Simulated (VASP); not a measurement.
C:

```
C
1.0
    -1.68745    1.68745    1.68745
     1.68745   -1.68745    1.68745
     1.68745    1.68745   -1.68745
C
3
Cartesian
  1.6875 0.0000 0.0000
  0.0000 1.6875 0.0000
  0.0000 0.0000 1.6875
```

The cell was built from a structure type or drawn by symmetry, and may not be a known phase.

- Program: VASP 6.6.1
- Task: relaxation of cell and atoms
- Functional: PBE
- Potentials or basis: VASP PAW PBE potentials, release 64 (C)
- Cutoff: 600 eV
- k mesh: 8 × 8 × 8
- Occupations: gaussian, width 0.1 eV
- Spin: no spin polarisation

At the start: pressure -12.2 GPa; volume 6.41 Å³/atom.

**Question.** How do energy, volume and symmetry change on relaxing?

**Answer.** Over 3 steps the energy falls by 12.2 meV/atom and the volume is 6.10 Å³/atom (-4.8 %); space group Im-3m (No. 229, to 0.1 Å) before and after.

Step by step:
| step | energy change (eV) | largest force (eV/Å) | pressure (GPa) | volume (Å³) |
| --- | --- | --- | --- | --- |
| 1 | 0.0000 | 0.0000 | -12.18 | 19.22 |
| 2 | -0.0295 | 0.0000 | 6.12 | 17.90 |
| 3 | -0.0365 | 0.0000 | -0.20 | 18.29 |

Final structure:
```yaml
crystal:
  lattice:
    - [-1.65976, 1.65976, 1.65976]
    - [1.65976, -1.65976, 1.65976]
    - [1.65976, 1.65976, -1.65976]
  atoms:
    - { symbol: C, position: [0.00000, 0.50000, 0.50000] }
    - { symbol: C, position: [0.50000, 0.00000, 0.50000] }
    - { symbol: C, position: [0.50000, 0.50000, 0.00000] }
```
